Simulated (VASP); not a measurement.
# CdHg3Se4 (P-4m2) in VASP: notebook

The runs below take CdHg3Se4 through single point, relaxation of cell and atoms, with PBE.

Program: VASP 6.6.1. These are calculated values, not measurements. Logs are shortened: lines on timing, memory, paths and dates and some standing lists are left out, and cuts for length are marked.

## Step 1: The cell of the first run

Symmetry: P-4m2, No. 115, tetragonal system. The conventional cell has a = 4.257 Å, b = 4.257 Å, c = 12.039 Å, α = 90.00°, β = 90.00°, γ = 90.00°. Within 3.4 Å of Cd (site symmetry -4m2) lie 4 Se at 2.61 Å. Hg (site symmetry 2mm) has 4 Se at 2.61 Å within 3.4 Å. Within 3.4 Å of Hg (site symmetry -4m2) lie 4 Se at 2.61 Å. Se (site symmetry 2mm) has 4 Hg at 2.61 Å within 3.4 Å. Within 3.4 Å of Se (site symmetry 2mm) lie 2 Cd at 2.61 Å and 2 Hg at 2.61 Å.

## Step 2: Single point, PBE

File INCAR:

```
SYSTEM = CdHg3Se4
PREC = Accurate
ENCUT = 520
EDIFF = 1E-6
ISMEAR = 0
SIGMA = 0.1
LREAL = .False.
LASPH = .True.
NELM = 60
ALGO = Normal
ISIF = 2
LWAVE = .False.
LCHARG = .False.
GGA = PE
NBANDS = 46
```

File KPOINTS:

```
regular mesh
0
Gamma
  4 4 2
  0 0 0
```

File POSCAR:

```
CdHg3Se4
1.0
    4.2565572000      0.0000000000      0.0000000000
    0.0000000000      4.2565572000      0.0000000000
    0.0000000000      0.0000000000     12.0393618600
Cd Hg Se
1 3 4
Direct
    0.5000000000      0.5000000000      0.5000000000
    0.0000000000      0.0000000000      0.7500000000
    0.5000000000      0.5000000000      0.0000000000
    0.0000000000      0.0000000000      0.2500000000
    0.5000000000      0.0000000000      0.8750000000
    0.0000000000      0.5000000000      0.1250000000
    0.5000000000      0.0000000000      0.3750000000
    0.0000000000      0.5000000000      0.6250000000
```

Potentials or basis: VASP PAW PBE potentials, release 64 (Cd, Hg, Se).

Run with:

```sh
$ cat potpaw_PBE.64/Cd/POTCAR potpaw_PBE.64/Hg/POTCAR potpaw_PBE.64/Se/POTCAR > POTCAR
$ mpirun -np 1 vasp_std > vasp.out
```

OUTCAR:

```text
SYSTEM = CdHg3Se4
   PREC = Accurate
   ENCUT = 520
   EDIFF = 1E-6
   ISMEAR = 0
   LREAL = .False.
   LASPH = .True.
   NELM = 60
   ISIF = 2
   GGA = PE

 ion  position               nearest neighbor table
   1  0.500  0.500  0.500-   7 2.61   8 2.61   7 2.61   8 2.61
   2  0.000  0.000  0.750-   5 2.61   8 2.61   8 2.61   5 2.61
   3  0.500  0.500  0.000-   5 2.61   6 2.61   5 2.61   6 2.61
   4  0.000  0.000  0.250-   6 2.61   7 2.61   6 2.61   7 2.61
   5  0.500  0.000  0.875-   2 2.61   3 2.61   3 2.61   2 2.61
   6  0.000  0.500  0.125-   3 2.61   4 2.61   4 2.61   3 2.61
   7  0.500  0.000  0.375-   1 2.61   4 2.61   1 2.61   4 2.61
   8  0.000  0.500  0.625-   1 2.61   2 2.61   2 2.61   1 2.61

  LATTYP: Found a simple tetragonal cell.
 ALAT       =     4.2565572000
 C/A-ratio  =     2.8284271289

  Lattice vectors:

 A1 = (   4.2565572000,   0.0000000000,   0.0000000000)
 A2 = (   0.0000000000,   4.2565572000,   0.0000000000)
 A3 = (   0.0000000000,   0.0000000000,  12.0393618600)

Analysis of symmetry for initial positions (statically):
=====================================================================
 Subroutine PRICEL returns:
 Original cell was already a primitive cell.

 Routine SETGRP: Setting up the symmetry group for a
 simple tetragonal supercell.

 Subroutine GETGRP returns: Found  8 space group operations
 (whereof  8 operations were pure point group operations)
 out of a pool of 16 trial point group operations.

The static configuration has the point symmetry D_2d.

Analysis of symmetry for dynamics (positions and initial velocities):
=====================================================================
 Subroutine PRICEL returns:
 Original cell was already a primitive cell.

 Routine SETGRP: Setting up the symmetry group for a
 simple tetragonal supercell.

 Subroutine GETGRP returns: Found  8 space group operations
 (whereof  8 operations were pure point group operations)
 out of a pool of 16 trial point group operations.

The dynamic configuration has the point symmetry D_2d.

 Subroutine INISYM returns: Found  8 space group operations
 (whereof  8 operations are pure point group operations),
 and found     1 'primitive' translations

----------------------------------------------------------------------------------------

                                     Primitive cell

  volume of cell :     218.1325

  direct lattice vectors                    reciprocal lattice vectors
     4.256557200  0.000000000  0.000000000     0.234931649  0.000000000  0.000000000
     0.000000000  4.256557200  0.000000000     0.000000000  0.234931649  0.000000000
     0.000000000  0.000000000 12.039361860     0.000000000  0.000000000  0.083060881

  length of vectors
     4.256557200  4.256557200 12.039361860     0.234931649  0.234931649  0.083060881

  position of ions in fractional coordinates (direct lattice)
     0.500000000  0.500000000  0.500000000
     0.000000000  0.000000000  0.750000000
     0.500000000  0.500000000  0.000000000
     0.000000000  0.000000000  0.250000000
     0.500000000  0.000000000  0.875000000
     0.000000000  0.500000000  0.125000000
     0.500000000  0.000000000  0.375000000
     0.000000000  0.500000000  0.625000000

  ion indices of the primitive-cell ions
   primitive index   ion index
                 1           1
                 2           2
                 3           3
                 4           4
                 5           5
                 6           6
                 7           7
                 8           8

----------------------------------------------------------------------------------------

 KPOINTS: regular mesh

Automatic generation of k-mesh.
 Grid dimensions read from file:
 generate k-points for:    4    4    2

 Generating k-lattice:

  Cartesian coordinates                     Fractional coordinates (reciprocal lattice)
     0.058732912  0.000000000  0.000000000     0.250000000  0.000000000  0.000000000
     0.000000000  0.058732912  0.000000000     0.000000000  0.250000000  0.000000000
     0.000000000  0.000000000  0.041530440     0.000000000  0.000000000  0.500000000

  Length of vectors
     0.058732912  0.058732912  0.041530440

  Shift w.r.t. Gamma in fractional coordinates (k-lattice)
     0.000000000  0.000000000  0.000000000

 Subroutine IBZKPT returns following result:
 ===========================================

 Found     12 irreducible k-points:

 Following reciprocal coordinates:
            Coordinates               Weight
  0.000000  0.000000  0.000000      1.000000
  0.250000  0.000000  0.000000      4.000000
  0.500000  0.000000  0.000000      2.000000
  0.250000  0.250000  0.000000      4.000000
  0.500000  0.250000  0.000000      4.000000
  0.500000  0.500000  0.000000      1.000000
  0.000000  0.000000  0.500000      1.000000
  0.250000  0.000000  0.500000      4.000000
  0.500000  0.000000  0.500000      2.000000
  0.250000  0.250000  0.500000      4.000000
  0.500000  0.250000  0.500000      4.000000
  0.500000  0.500000  0.500000      1.000000
   k-points           NKPTS =     12   k-points in BZ     NKDIM =     12   number of bands    NBANDS=     46
   number of dos      NEDOS =    301   number of ions     NIONS =      8
   total plane-waves  NPLWV =  92160
   dimension x,y,z NGX =    32 NGY =   32 NGZ =   90
   dimension x,y,z NGXF=    64 NGYF=   64 NGZF=  180
   ions per type =               1   3   4
   NGX,Y,Z   is equivalent  to a cutoff of  12.50, 12.50, 12.43 a.u.
   NGXF,Y,Z  is equivalent  to a cutoff of  25.00, 25.00, 24.86 a.u.
 SYSTEM =  CdHg3Se4
   PREC   = accura    normal or accurate (medium, high low for compatibility)
   ISTART =      0    job   : 0-new  1-cont  2-samecut
   ICHARG =      2    charge: 1-file 2-atom 10-const
   ISPIN  =      1    spin polarized calculation?
   LNONCOLLINEAR =      F non collinear calculations
   LSORBIT =      F    spin-orbit coupling
   LASPH  =      T    aspherical Exc in radial PAW
   ENCUT  =  520.0 eV  38.22 Ry    6.18 a.u.   7.91  7.91 22.39*2*pi/ulx,y,z
   NELM   =     60;   NELMIN=  2; NELMDL= -5     # of ELM steps
   EDIFF  = 0.1E-05   stopping-criterion for ELM
   LREAL  =      F    real-space projection
   EDIFFG = 0.1E-04   stopping-criterion for IOM
   NSW    =      0    number of steps for IOM
   IBRION =     -1    ionic relax: 0-MD 1-quasi-New 2-CG
   NFREE  =      0    steps in history (QN), initial steepest desc. (CG)
   ISIF   =      2    stress and relaxation
   ISYM   =      2    0-nonsym 1-usesym 2-fastsym
   POTIM  = 0.5000    time-step for ionic-motion
   TEBEG  =    0.0;   TEEND  =   0.0 temperature during run
   PSTRESS=    0.0 pullay stress
   NELECT =      72.0000    total number of electrons
   NUPDOWN=      -1.0000    fix difference up-down
   EMIN   =  10.00;   EMAX   =-10.00  energy-range for DOS
   EFERMI =   0.00;   METHOD = LEGACY
   ISMEAR =     0;   SIGMA  =   0.10  broadening in eV -4-tet -1-fermi 0-gaus
   EFERMI_NEDOS =   21; number of points for ismear=-14 and -15
   IALGO  =     38    algorithm
   IMIX   =      4    mixing-type and parameters
     AMIX     =   0.40;   BMIX     =  1.00
     AMIX_MAG =   1.60;   BMIX_MAG =  1.00
  volume/ion in A,a.u.               =      27.27       184.00
  Fermi-wavevector in a.u.,A,eV,Ry     =   1.131390  2.138016 17.416035  1.280042
  Thomas-Fermi vector in A             =   2.268088
   LORBIT       =      0    0 simple, 1 ext, 2 COOP (PROOUT), +10 PAW based schemes
   GGA     = PE    functional components
   LHFCALC =     F    Hartree Fock is set to
   AEXX    =    0.0000 exact exchange contribution
   IVDW    =     0    specifies the selected vdW correction
   LEPSILON=     F    determine dielectric tensor
   LRPA    =     F    only Hartree local field effects (RPA)
 non-spin polarized calculation
 Gauss-broadening in eV      SIGMA  =   0.10
  energy-cutoff  :      520.00
  volume of cell :      218.13
 maximum number of plane-waves:      5912
 NGX is ok and might be reduce to    32
   NGX = 15   NGY = 15   NGZ = 45

 number of electron      72.0000003 magnetization

 Free energy of the ion-electron system (eV)
  ---------------------------------------------------
  ext. energy  EPLUGINS =         0.00000000
  ---------------------------------------------------
  free energy    TOTEN  =       -17.15971968 eV

  energy without entropy =      -17.15493835  energy(sigma->0) =      -17.15732902

 E-fermi :   1.8939     XC(G=0):  -9.1506

 val. band max:        1.8701618361   @ k =   0.0000   0.0000   0.0000
 cond. band min:       3.0027483178   @ k =   0.0000   0.0000   0.5000
 fundamental gap:      1.1325864817
 Fermi energy:         1.8939122112

 k-point     1 :       0.0000    0.0000    0.0000
  band No.  band energies     occupation
      1     -11.6456      2.00000
      2     -11.3352      2.00000
      3     -11.2504      2.00000
      4     -10.9605      2.00000
      5      -6.4809      2.00000
      6      -6.4809      2.00000
[... 38 lines left out ...]
     45       7.4104      0.00000
     46       7.4154      0.00000

 k-point     2 :       0.2500    0.0000    0.0000
  band No.  band energies     occupation
      1     -11.4774      2.00000
      2     -11.2483      2.00000
      3     -11.1711      2.00000
      4     -10.9709      2.00000
      5      -6.4711      2.00000
      6      -6.4520      2.00000
[... 38 lines left out ...]
     45       7.7985      0.00000
     46       8.0713      0.00000

 k-point     3 :       0.5000    0.0000    0.0000
  band No.  band energies     occupation
      1     -11.2022      2.00000
      2     -11.2019      2.00000
      3     -11.0907      2.00000
      4     -11.0387      2.00000
      5      -6.4608      2.00000
      6      -6.3984      2.00000
[... 430 lines left out ...]
     45       8.7427      0.00000
     46       8.7640      0.00000

 k-point    12 :       0.5000    0.5000    0.5000
  band No.  band energies     occupation
      1     -11.0266      2.00000
      2     -11.0266      2.00000
      3     -10.9126      2.00000
      4     -10.9126      2.00000
      5      -6.3522      2.00000
      6      -6.3256      2.00000
[... 38 lines left out ...]
     45       9.8177      0.00000
     46       9.9936      0.00000

------------------------ aborting loop because EDIFF is reached ----------------------------------------

  FORCE on cell =-STRESS in cart. coord.  units (eV):
  Direction    XX          YY          ZZ          XY          YZ          ZX
  --------------------------------------------------------------------------------------
  -------------------------------------------------------------------------------------
  Total        9.2921066      9.2921066      8.8959399      0.0000000      0.0000000     -0.0000000
  in kB       68.2502661     68.2502661     65.3404325      0.0000000      0.0000000     -0.0000000
  external PRESSURE =      67.2803216 kB  Pullay stress =       0.0000000 kB

 VOLUME and BASIS-vectors are now :
 -----------------------------------------------------------------------------
  energy-cutoff  :      520.00
  volume of cell :      218.13
      direct lattice vectors                 reciprocal lattice vectors
     4.256557200  0.000000000  0.000000000     0.234931649  0.000000000  0.000000000
     0.000000000  4.256557200  0.000000000     0.000000000  0.234931649  0.000000000
     0.000000000  0.000000000 12.039361860     0.000000000  0.000000000  0.083060881

 POSITION                                       TOTAL-FORCE (eV/Angst)
 -----------------------------------------------------------------------------------
      2.12828      2.12828      6.01968         0.000000      0.000000      0.000000
      0.00000      0.00000      9.02952         0.000000     -0.000000     -0.004443
      2.12828      2.12828      0.00000         0.000000      0.000000      0.000000
      0.00000      0.00000      3.00984         0.000000     -0.000000      0.004443
      2.12828      0.00000     10.53444         0.000000     -0.000000      0.002848
      0.00000      2.12828      1.50492         0.000000     -0.000000     -0.002848
      2.12828      0.00000      4.51476         0.000000     -0.000000      0.216608
      0.00000      2.12828      7.52460         0.000000     -0.000000     -0.216608
 -----------------------------------------------------------------------------------
    total drift:                                0.000000     -0.000000     -0.000000

  FREE ENERGIE OF THE ION-ELECTRON SYSTEM (eV)
  ---------------------------------------------------
  free  energy   TOTEN  =       -17.1597196807 eV

  energy  without entropy=      -17.1549383517  energy(sigma->0) =      -17.15732902
```

It took 52 s on 1 thread of Intel Xeon 6975P-C (Granite Rapids), shared host; peak memory 0.35 GiB.

What came out:

| Property | Result |
| --- | --- |
| Free energy | -17.1597 eV |
| Pressure | 6.7 GPa |
| Largest force | 0.217 eV/Å |
| Band gap on the k mesh | zero (filled and empty bands touch) |

Forces on the atoms (eV/Å):
```
Cd   0.000  0.000  0.000
Hg   0.000  0.000 -0.004
Hg   0.000  0.000  0.000
Hg   0.000  0.000  0.004
Se   0.000  0.000  0.003
Se   0.000  0.000 -0.003
Se   0.000  0.000  0.217
Se   0.000  0.000 -0.217
```

Stress tensor (GPa, compression positive):
```
6.83 0.00 0.00
0.00 6.83 0.00
0.00 0.00 6.53
```

Caveat: the k points lie up to 0.37 Å⁻¹ apart; semilocal functionals underestimate gaps, so a narrow gap can read as zero; spin-orbit coupling is left out, which moves the levels of the heavy elements.

[end of part 1 of 2]
